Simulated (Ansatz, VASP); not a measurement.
# Two plane-wave programs on Mg2BeSeO2

```
CELL_PARAMETERS angstrom
2.50605 -4.17209 0.00000
2.50605 4.17209 0.00000
0.00000 0.00000 4.03707
ATOMIC_POSITIONS crystal
Mg 0.66418 0.33582 0.00000
Mg 0.33582 0.66418 0.00000
Be 0.50000 0.50000 0.50000
Se 0.00000 0.00000 0.00000
O 0.50000 0.00000 0.50000
O 0.00000 0.50000 0.50000
```

Change from the starting cell: species swapped into the CeAlCu2Ni2 type (Cmmm, No. 65).

Alike in both runs: task relaxation of cell and atoms; functional PBE; k mesh 4 × 4 × 4; occupations gaussian, width 0.1 eV; collinear spin.

|  | VASP | Ansatz |
| --- | --- | --- |
| version | VASP 6.6.1 | Ansatz 0.2.0 |
| potentials or method | VASP PAW PBE potentials, release 64 (Mg, Be, Se, O), cutoff 600 eV | scalar-relativistic, plane waves, PAW |
| valence electrons in the cell | 24 | 50 |

|  | VASP | Ansatz | Ansatz less VASP |
| --- | --- | --- | --- |
| gap on the k mesh at the Fermi level, each at its own relaxed structure (eV) | none | none | - |
| net moment per atom (μB) | 0.00 | 0.02 | +0.024 |
| size of the moment on the site where the two differ most (μB) | 0.00 | 0.08 | +0.078 |
| relaxed volume (Å³/atom) | 14.74 | 15.59 | +0.847 |
| relaxed cell length with the largest relative difference (Å) | 6.383 | 6.737 | +0.3533 |

Site moments also hang on the region over which each program counts them. A gap of «none» marks a metal or a gap that the smearing closes. One of these differences is far larger than is usual between the two programs; its cause wasn't traced. VASP's potentials hold 24 valence electrons a cell and Ansatz's 50, so a difference there can come from the potentials and not from the codes. Ansatz's warnings: seeded moment not kept.

The k mesh is coarse, so the values compare programs but aren't converged.
